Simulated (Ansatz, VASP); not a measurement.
## C in VASP and in Ansatz

The input INCAR:

```
PREC = Accurate
ENCUT = 600
EDIFF = 1E-6
ISMEAR = 0
SIGMA = 0.02
LREAL = False
LASPH = True
NELM = 120
ALGO = Normal
ISIF = 2
LWAVE = False
LCHARG = False
GGA = CA
NBANDS = 11
GGA_COMPAT = False
```

The input KPOINTS:

```
Automatic mesh
0
Gamma
  12 12 12
```

Contents of POSCAR:

```
C
1.0
    0.0000000000      1.7658692058      1.7658692058
    1.7658692058      0.0000000000      1.7658692058
    1.7658692058      1.7658692058      0.0000000000
C
2
Direct
    0.0000000000      0.0000000000      0.0000000000
    0.2500000000      0.2500000000      0.2500000000
```

Input for Ansatz:

```yaml
crystal:
  lattice:
    - [0.0, 1.7658692058, 1.7658692058]
    - [1.7658692058, 0.0, 1.7658692058]
    - [1.7658692058, 1.7658692058, 0.0]
  atoms:
    - { symbol: C, position: [0.0, 0.0, 0.0] }
    - { symbol: C, position: [0.25, 0.25, 0.25] }
basis:
  ecutwfc: 420
kpoints:
  mp_grid: { grid: [12, 12, 12] }
  band_path:
    path:
      - [[0.0, 0.0, 0.0], [0.5, 0.0, 0.5], [0.625, 0.25, 0.625]]
      - [[0.375, 0.375, 0.75], [0.0, 0.0, 0.0], [0.5, 0.5, 0.5], [0.5, 0.25, 0.75], [0.5, 0.0, 0.5]]
    npoints: 10
hamiltonian:
  xc: lda
scf:
  occupations: { method: gaussian, width: 0.02 }
  n_extra_bands: 7
output:
  forces: true
  stress: true
  eigenvalues: true
```

Alike in both runs: task single point; functional LDA; k mesh 12 × 12 × 12; occupations gaussian, width 0.02 eV; no spin polarisation.

|  | VASP | Ansatz |
| --- | --- | --- |
| version | VASP 6.6.1 | Ansatz 0.2.0 |
| potentials or method | VASP PAW LDA potentials, release 64 (C), cutoff 600 eV | scalar-relativistic, plane waves, PAW |
| valence electrons in the cell | 8 | 8 |

Ansatz gave:

| Quantity | Value |
| --- | --- |
| gap on the k mesh at the Fermi level (eV) | 4.20 |
| least direct gap on the mesh (eV) | 5.62 |
| pressure (GPa) | 0.0 |

**Question.** Estimate VASP's values.

**Answer.** gap on the k mesh at the Fermi level (eV): 4.20; least direct gap on the mesh (eV): 5.63; pressure (GPa): 0.8.

LDA's correlation is that of Perdew and Zunger in VASP and of Perdew and Wang (1992) in Ansatz.
